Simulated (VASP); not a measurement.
# H6WC16 in VASP: notebook

The runs below take H6WC16 through single point, with PBE.

Everything below comes from runs of VASP 6.6.1. Logs are shortened: lines on timing, memory, paths and dates and some standing lists are left out, and cuts for length are marked.

### 1 The cell of the first run

The cell holds a slab with vacuum, 23 atoms: a = 5.049 Å, b = 5.049 Å, c = 17.776 Å, α = 90.00°, β = 90.00°, γ = 60.00°.

### 2 Single point, PBE

INCAR

```
PREC = Accurate
ENCUT = 520
EDIFF = 1E-6
ISMEAR = 0
SIGMA = 0.02
LREAL = Auto
LASPH = T
NELM = 60
ALGO = Normal
ISIF = 2
LWAVE = F
LCHARG = F
GGA = PE
NBANDS = 59
```

KPOINTS

```
Automatic mesh
0
Gamma
  3 3 1
```

POSCAR

```
H6WC16
1.0
    5.0487420000      0.0000000000      0.0000000000
    2.5243710000      4.3723390000      0.0000000000
    0.0000000000      0.0000000000     17.7764260000
H C W
6 16 1
Direct
    0.1666667000      0.1666667000      0.0562543000
    0.6666667000      0.1666667000      0.0562543000
    0.1666667000      0.6666667000      0.0562543000
    0.6666667000      0.6666667000      0.0562543000
    0.1688355479      0.1665131082      0.4455296709
    0.5002287260      0.4999134970      0.3237793365
    0.1666667000      0.1666667000      0.1181340000
    0.6666667000      0.1666667000      0.1181340000
    0.1666667000      0.6666667000      0.1181340000
    0.6666667000      0.6666667000      0.1181340000
   -0.1666667000      0.3333333000      0.1471210000
    0.3333333000      0.3333333000      0.1471210000
   -0.1666667000      0.8333333000      0.1471210000
    0.3333333000      0.8333333000      0.1471210000
   -0.1683365329      0.3341842525      0.2338602921
    0.3341868257      0.3341663603      0.2338657161
   -0.1665527854      0.8333509170      0.2407597933
    0.3341837226      0.8316809872      0.2338595393
    0.0005333498      0.0006226770      0.2634849027
    0.4992202065      0.0003754473      0.2634268683
    0.0004456436      0.4990000332      0.2634711726
    0.5000209896      0.5000197921      0.2611370218
    1.1674450128      0.1666148136      0.3485530463
```

Potentials or basis: VASP PAW PBE potentials, release 64 (H, C, W_sv).

Launch:

```bash
cat potpaw_PBE.64/H/POTCAR potpaw_PBE.64/C/POTCAR potpaw_PBE.64/W_sv/POTCAR > POTCAR
mpirun -np 1 vasp_std > vasp.out
```

OUTCAR:

```text
PREC = Accurate
   ENCUT = 520
   EDIFF = 1E-6
   ISMEAR = 0
   LREAL = Auto
   LASPH = T
   NELM = 60
   ISIF = 2
   GGA = PE

 ion  position               nearest neighbor table
   1  0.167  0.167  0.056-   7 1.10
   2  0.667  0.167  0.056-   8 1.10
   3  0.167  0.667  0.056-   9 1.10
   4  0.667  0.667  0.056-  10 1.10
   5  0.169  0.167  0.446-  23 1.72
   6  0.500  0.500  0.324-  22 1.11
   7  0.167  0.167  0.118-   1 1.10  12 1.55  11 1.55  14 1.55
   8  0.667  0.167  0.118-   2 1.10  11 1.55  12 1.55  13 1.55
   9  0.167  0.667  0.118-   3 1.10  14 1.55  13 1.55  12 1.55
  10  0.667  0.667  0.118-   4 1.10  13 1.55  14 1.55  11 1.55
  11  0.833  0.333  0.147-  15 1.54   8 1.55   7 1.55  10 1.55
  12  0.333  0.333  0.147-  16 1.54   7 1.55   8 1.55   9 1.55
  13  0.833  0.833  0.147-  10 1.55   9 1.55   8 1.55  17 1.66
  14  0.333  0.833  0.147-  18 1.54   9 1.55  10 1.55   7 1.55
  15  0.832  0.334  0.234-  22 1.53  11 1.54  19 1.55  21 1.55  23 2.51
  16  0.334  0.334  0.234-  22 1.53  12 1.54  20 1.55  21 1.55  23 2.51
  17  0.833  0.833  0.241-  20 1.52  21 1.52  19 1.52  13 1.66
  18  0.334  0.832  0.234-  22 1.53  14 1.54  20 1.55  19 1.55  23 2.51
  19  0.001  0.001  0.263-  17 1.52  15 1.55  18 1.55  23 2.10
  20  0.499  0.000  0.263-  17 1.52  18 1.55  16 1.55  23 2.10
  21  0.000  0.499  0.263-  17 1.52  15 1.55  16 1.55  23 2.10
  22  0.500  0.500  0.261-   6 1.11  15 1.53  18 1.53  16 1.53
  23  0.167  0.167  0.349-   5 1.72  20 2.10  21 2.10  19 2.10  16 2.51  18 2.51  15 2.51

  LATTYP: Found a hexagonal cell.
 ALAT       =     5.0487421480
 C/A-ratio  =     3.5209613561

  Lattice vectors:

 A1 = (  -2.5243710000,  -4.3723390000,   0.0000000000)
 A2 = (   5.0487420000,   0.0000000000,   0.0000000000)
 A3 = (   0.0000000000,   0.0000000000,  17.7764260000)

Analysis of symmetry for initial positions (statically):
=====================================================================
 Subroutine PRICEL returns:
 Original cell was already a primitive cell.

 Routine SETGRP: Setting up the symmetry group for a
 hexagonal supercell.

 Subroutine GETGRP returns: Found  1 space group operations
 (whereof  1 operations were pure point group operations)
 out of a pool of 24 trial point group operations.

The static configuration has the point symmetry C_1 .

Analysis of symmetry for dynamics (positions and initial velocities):
=====================================================================
 Subroutine PRICEL returns:
 Original cell was already a primitive cell.

 Routine SETGRP: Setting up the symmetry group for a
 hexagonal supercell.

 Subroutine GETGRP returns: Found  1 space group operations
 (whereof  1 operations were pure point group operations)
 out of a pool of 24 trial point group operations.

The dynamic configuration has the point symmetry C_1 .

 Subroutine INISYM returns: Found  1 space group operations
 (whereof  1 operations are pure point group operations),
 and found     1 'primitive' translations

----------------------------------------------------------------------------------------

                                     Primitive cell

  volume of cell :     392.4113

  direct lattice vectors                    reciprocal lattice vectors
     5.048742000  0.000000000  0.000000000     0.198069143 -0.114355268  0.000000000
     2.524371000  4.372339000  0.000000000     0.000000000  0.228710537  0.000000000
     0.000000000  0.000000000 17.776426000     0.000000000  0.000000000  0.056254277

  length of vectors
     5.048742000  5.048742148 17.776426000     0.228710544  0.228710537  0.056254277

  position of ions in fractional coordinates (direct lattice)
     0.166666700  0.166666700  0.056254300
     0.666666700  0.166666700  0.056254300
     0.166666700  0.666666700  0.056254300
     0.666666700  0.666666700  0.056254300
     0.168835548  0.166513108  0.445529671
     0.500228726  0.499913497  0.323779337
[... 15 lines left out ...]
     0.500020990  0.500019792  0.261137022
     0.167445013  0.166614814  0.348553046

  ion indices of the primitive-cell ions
   primitive index   ion index
                 1           1
                 2           2
                 3           3
                 4           4
                 5           5
                 6           6
[... 15 lines left out ...]
                22          22
                23          23

----------------------------------------------------------------------------------------

 KPOINTS: Automatic mesh

Automatic generation of k-mesh.
 Grid dimensions read from file:
 generate k-points for:    3    3    1

 Generating k-lattice:

  Cartesian coordinates                     Fractional coordinates (reciprocal lattice)
     0.066023048 -0.038118423  0.000000000     0.333333333 -0.000000000  0.000000000
     0.000000000  0.076236846  0.000000000     0.000000000  0.333333333  0.000000000
     0.000000000  0.000000000  0.056254277     0.000000000  0.000000000  1.000000000

  Length of vectors
     0.076236848  0.076236846  0.056254277

  Shift w.r.t. Gamma in fractional coordinates (k-lattice)
     0.000000000  0.000000000  0.000000000

 Subroutine IBZKPT returns following result:
 ===========================================

 Found      5 irreducible k-points:

 Following reciprocal coordinates:
            Coordinates               Weight
  0.000000  0.000000  0.000000      1.000000
  0.333333 -0.000000  0.000000      2.000000
  0.333333  0.333333  0.000000      2.000000
  0.000000  0.333333  0.000000      2.000000
 -0.333333  0.333333  0.000000      2.000000
   k-points           NKPTS =      5   k-points in BZ     NKDIM =      5   number of bands    NBANDS=     59
   number of dos      NEDOS =    301   number of ions     NIONS =     23
   total plane-waves  NPLWV = 224000
   dimension x,y,z NGX =    40 NGY =   40 NGZ =  140
   dimension x,y,z NGXF=    80 NGYF=   80 NGZF=  280
   ions per type =               6  16   1
   NGX,Y,Z   is equivalent  to a cutoff of  13.17, 13.17, 13.09 a.u.
   NGXF,Y,Z  is equivalent  to a cutoff of  26.34, 26.34, 26.19 a.u.
 SYSTEM =  unknown system
   PREC   = accura    normal or accurate (medium, high low for compatibility)
   ISTART =      0    job   : 0-new  1-cont  2-samecut
   ICHARG =      2    charge: 1-file 2-atom 10-const
   ISPIN  =      1    spin polarized calculation?
   LNONCOLLINEAR =      F non collinear calculations
   LSORBIT =      F    spin-orbit coupling
   LASPH  =      T    aspherical Exc in radial PAW
   ENCUT  =  520.0 eV  38.22 Ry    6.18 a.u.   9.39  9.39 33.05*2*pi/ulx,y,z
   NELM   =     60;   NELMIN=  2; NELMDL= -5     # of ELM steps
   EDIFF  = 0.1E-05   stopping-criterion for ELM
   LREAL  =      T    real-space projection
   EDIFFG = 0.1E-04   stopping-criterion for IOM
   NSW    =      0    number of steps for IOM
   IBRION =     -1    ionic relax: 0-MD 1-quasi-New 2-CG
   NFREE  =      0    steps in history (QN), initial steepest desc. (CG)
   ISIF   =      2    stress and relaxation
   ISYM   =      2    0-nonsym 1-usesym 2-fastsym
   POTIM  = 0.5000    time-step for ionic-motion
   TEBEG  =    0.0;   TEEND  =   0.0 temperature during run
   PSTRESS=    0.0 pullay stress
   NELECT =      84.0000    total number of electrons
   NUPDOWN=      -1.0000    fix difference up-down
   EMIN   =  10.00;   EMAX   =-10.00  energy-range for DOS
   EFERMI =   0.00;   METHOD = LEGACY
   ISMEAR =     0;   SIGMA  =   0.02  broadening in eV -4-tet -1-fermi 0-gaus
   EFERMI_NEDOS =   21; number of points for ismear=-14 and -15
   IALGO  =     38    algorithm
   IMIX   =      4    mixing-type and parameters
     AMIX     =   0.40;   BMIX     =  1.00
     AMIX_MAG =   1.60;   BMIX_MAG =  1.00
  volume/ion in A,a.u.               =      17.06       115.14
  Fermi-wavevector in a.u.,A,eV,Ry     =   0.979311  1.850630 13.048676  0.959051
  Thomas-Fermi vector in A             =   2.110155
   LORBIT       =      0    0 simple, 1 ext, 2 COOP (PROOUT), +10 PAW based schemes
   GGA     = PE    functional components
   LHFCALC =     F    Hartree Fock is set to
   AEXX    =    0.0000 exact exchange contribution
   IVDW    =     0    specifies the selected vdW correction
   LEPSILON=     F    determine dielectric tensor
   LRPA    =     F    only Hartree local field effects (RPA)
 non-spin polarized calculation
 Gauss-broadening in eV      SIGMA  =   0.02
  energy-cutoff  :      520.00
  volume of cell :      392.41
 maximum number of plane-waves:     10627
 NGX is ok and might be reduce to    40
   NGX = 19   NGY = 19   NGZ = 67

 number of electron      84.0000004 magnetization

 Free energy of the ion-electron system (eV)
  ---------------------------------------------------
  ext. energy  EPLUGINS =         0.00000000
  ---------------------------------------------------
  free energy    TOTEN  =      -172.65626986 eV

  energy without entropy =     -172.65373423  energy(sigma->0) =     -172.65500204

 E-fermi :   0.7562     XC(G=0):  -5.2577

 val. band max:        0.7553933023   @ k =   0.0000   0.0000   0.0000
 cond. band min:       0.7569311265   @ k =   0.0000   0.0000   0.0000
 fundamental gap:      0.0015378242
 Fermi energy:         0.7562176894

 k-point     1 :       0.0000    0.0000    0.0000
  band No.  band energies     occupation
      1     -73.8541      2.00000
      2     -38.2224      2.00000
      3     -38.1152      2.00000
      4     -38.1133      2.00000
      5     -20.6681      2.00000
      6     -18.0213      2.00000
[... 46 lines left out ...]
     53       5.4314      0.00000
     54       5.7550      0.00000

 k-point     2 :       0.3333   -0.0000    0.0000
  band No.  band energies     occupation
      1     -73.8541      2.00000
      2     -38.2222      2.00000
      3     -38.1153      2.00000
      4     -38.1139      2.00000
      5     -20.0026      2.00000
      6     -18.0332      2.00000
[... 46 lines left out ...]
     53       5.9431      0.00000
     54       6.2365      0.00000

 k-point     3 :       0.3333    0.3333    0.0000
  band No.  band energies     occupation
      1     -73.8541      2.00000
      2     -38.2222      2.00000
      3     -38.1157      2.00000
      4     -38.1135      2.00000
      5     -20.0026      2.00000
      6     -18.0334      2.00000
[... 46 lines left out ...]
     53       5.9427      0.00000
     54       6.2358      0.00000

 k-point     4 :       0.0000    0.3333    0.0000
  band No.  band energies     occupation
      1     -73.8541      2.00000
      2     -38.2222      2.00000
      3     -38.1156      2.00000
      4     -38.1136      2.00000
      5     -20.0026      2.00000
      6     -18.0333      2.00000
[... 46 lines left out ...]
     53       5.9428      0.00000
     54       6.2360      0.00000

 k-point     5 :      -0.3333    0.3333    0.0000
  band No.  band energies     occupation
      1     -73.8541      2.00000
      2     -38.2222      2.00000
      3     -38.1157      2.00000
      4     -38.1139      2.00000
      5     -18.8084      2.00000
      6     -18.7503      2.00000
[... 46 lines left out ...]
     53       6.7085      0.00000
     54       6.8003      0.00000
 [bands above 54 left out]

------------------------ aborting loop because EDIFF is reached ----------------------------------------

  FORCE on cell =-STRESS in cart. coord.  units (eV):
  Direction    XX          YY          ZZ          XY          YZ          ZX
  --------------------------------------------------------------------------------------
  -------------------------------------------------------------------------------------
  Total        1.7783939      1.7754663     -1.0149091     -0.0319721      0.0022616     -0.0423038
  in kB        7.2610109      7.2490578     -4.1437761     -0.1305388      0.0092338     -0.1727222
  external PRESSURE =       3.4554308 kB  Pullay stress =       0.0000000 kB

 VOLUME and BASIS-vectors are now :
 -----------------------------------------------------------------------------
  energy-cutoff  :      520.00
  volume of cell :      392.41
      direct lattice vectors                 reciprocal lattice vectors
     5.048742000  0.000000000  0.000000000     0.198069143 -0.114355268  0.000000000
     2.524371000  4.372339000  0.000000000     0.000000000  0.228710537  0.000000000
     0.000000000  0.000000000 17.776426000     0.000000000  0.000000000  0.056254277

 POSITION                                       TOTAL-FORCE (eV/Angst)
 -----------------------------------------------------------------------------------
      1.26219      0.72872      1.00000         0.000201     -0.000092     -0.170769
      3.78656      0.72872      1.00000        -0.000483     -0.017317     -0.215881
      2.52437      2.91489      1.00000        -0.014622      0.008136     -0.215940
      5.04874      2.91489      1.00000         0.015115      0.008989     -0.215856
      1.27275      0.72805      7.91993        -0.005179      0.000293      0.020814
      3.78749      2.18579      5.75564        -0.002780      0.002086      0.041444
[... 15 lines left out ...]
      3.78671      2.18626      4.64208        -0.000993     -0.002412     -0.021789
      1.26598      0.72850      6.19603        -0.006937     -0.000829      0.077493
 -----------------------------------------------------------------------------------
    total drift:                                0.000666      0.002361      0.002816

  FREE ENERGIE OF THE ION-ELECTRON SYSTEM (eV)
  ---------------------------------------------------
  free  energy   TOTEN  =      -172.6562698570 eV

  energy  without entropy=     -172.6537342294  energy(sigma->0) =     -172.65500204
```

Run time: 5.5 min. Hardware: 1 thread of Intel Xeon Platinum 8259CL at 2.50GHz (Skylake/Cascade Lake), shared host; peak memory 0.51 GiB.

What came out:

```yaml
Free_energy: -172.6563 eV
Largest_force: 1.373 eV/Å
Band_gap_on_the_k_mesh: zero (filled and empty bands touch)
```

Forces in eV/Å, atoms in the order of the input:
```
H    0.000  0.000 -0.171
H    0.000 -0.017 -0.216
H   -0.015  0.008 -0.216
H    0.015  0.009 -0.216
H   -0.005  0.000  0.021
H   -0.003  0.002  0.041
C   -0.001  0.000  1.061
C    0.001 -0.120  1.297
C   -0.105  0.061  1.297
C    0.104  0.059  1.298
C    0.081 -0.046 -1.369
C   -0.085 -0.048 -1.368
C    0.007  0.000 -0.168
C    0.000  0.096 -1.369
C    0.003  0.000  0.004
C    0.003  0.000  0.005
C    0.004 -0.006  0.004
C    0.003 -0.002  0.007
C   -0.023 -0.019 -0.002
C    0.014 -0.004  0.008
C    0.009  0.031 -0.004
C   -0.001 -0.002 -0.022
W   -0.007 -0.001  0.077
```

Caveat: the k points lie up to 0.48 Å⁻¹ apart; there is no dipole correction, which matters where the two faces differ; spin-orbit coupling is left out, which moves the levels of the heavy elements.

### 3 Single point, PBE

INCAR

```
SYSTEM = H6WC16
PREC = Accurate
ENCUT = 520
EDIFF = 1E-6
ISMEAR = 0
SIGMA = 0.02
LREAL = Auto
LASPH = .True.
NELM = 80
ALGO = Normal
ISIF = 2
LWAVE = .False.
LCHARG = .False.
GGA = PE
NBANDS = 59
```

KPOINTS

```
regular mesh
0
Gamma
  3 3 1
  0 0 0
```

POSCAR

```
H6WC16
1.0
    5.0487420000      0.0000000000      0.0000000000
    2.5243710000      4.3723390000      0.0000000000
    0.0000000000      0.0000000000     17.7764260000
H C W
6 16 1
Direct
    0.1666666800      0.1666666700      0.0562542800
    0.6666667300      0.1666666700      0.0562542800
    0.1666666900      0.6666667000      0.0562542800
    0.6666667300      0.6666667000      0.0562542800
   -0.0000720745      0.4998018382      0.3238158993
    0.6670681064      0.1669792205      0.4454891735
    0.1666666800      0.1666666700      0.1181339800
    0.6666667300      0.1666666700      0.1181339800
    0.1666666900      0.6666667000      0.1181339800
    0.6666667300      0.6666667000      0.1181339800
   -0.1666666700      0.3333333500      0.1471209700
    0.3333333700      0.3333333500      0.1471209700
   -0.1666666600      0.8333333700      0.1471209700
    0.3333333800      0.8333333700      0.1471209700
   -0.1658166282      0.3341626634      0.2338520815
    0.3317474722      0.3341540509      0.2338818125
   -0.1658263809      0.8317298696      0.2338692248
    0.3334986040      0.8333569109      0.2406846431
   -0.0007785120      0.0004362488      0.2634219218
    0.5005866466      0.0005129636      0.2634697289
    0.0000008588      0.5000004782      0.2611203703
    0.5005590005      0.4990494472      0.2634492391
    1.6670102167      0.1667031855      0.3485267005
```

Potentials or basis: VASP PAW PBE potentials, release 64 (H, C, W_sv).

Launch:

```bash
cat potpaw_PBE.64/H/POTCAR potpaw_PBE.64/C/POTCAR potpaw_PBE.64/W_sv/POTCAR > POTCAR
mpirun -np 1 vasp_std > vasp.out
```

It took 7.7 min on 1 thread of Intel Xeon Platinum 8259CL at 2.50GHz (Skylake/Cascade Lake), shared host; peak memory 0.51 GiB.

Results (log left out):

```
Free energy            : -172.6563 eV
Largest force          : 1.377 eV/Å
Band gap on the k mesh : zero (filled and empty bands touch)
```

Forces on the atoms (eV/Å):
```
H    0.000 -0.017 -0.216
H    0.000  0.000 -0.171
H    0.016  0.009 -0.216
H   -0.014  0.008 -0.216
H    0.003  0.004  0.017
H    0.000 -0.001  0.024
C    0.001 -0.119  1.296
C    0.000  0.000  1.059
C    0.103  0.059  1.298
C   -0.103  0.060  1.294
C   -0.084 -0.048 -1.373
C    0.085 -0.048 -1.365
C    0.001  0.097 -1.368
C    0.009  0.000 -0.173
C    0.010 -0.001  0.000
C   -0.006  0.007 -0.008
C    0.010 -0.013  0.000
C   -0.014 -0.004  0.027
C    0.012 -0.009  0.008
C   -0.024 -0.008 -0.005
C    0.006 -0.001  0.010
C   -0.008  0.026 -0.002
W   -0.004  0.000  0.080
```

Levels at points of the mesh, in eV from the Fermi level:
| k point | band 40 | band 41 | band 42 | band 43 | band 44 | band 45 |
| --- | --- | --- | --- | --- | --- | --- |
| (0.00, 0.00, 0.00) | -1.84 | -1.84 | 0.00 | 0.00 | 0.50 | 1.97 |

Caveat: the k points lie up to 0.48 Å⁻¹ apart; there is no dipole correction, which matters where the two faces differ; spin-orbit coupling is left out, which moves the levels of the heavy elements.
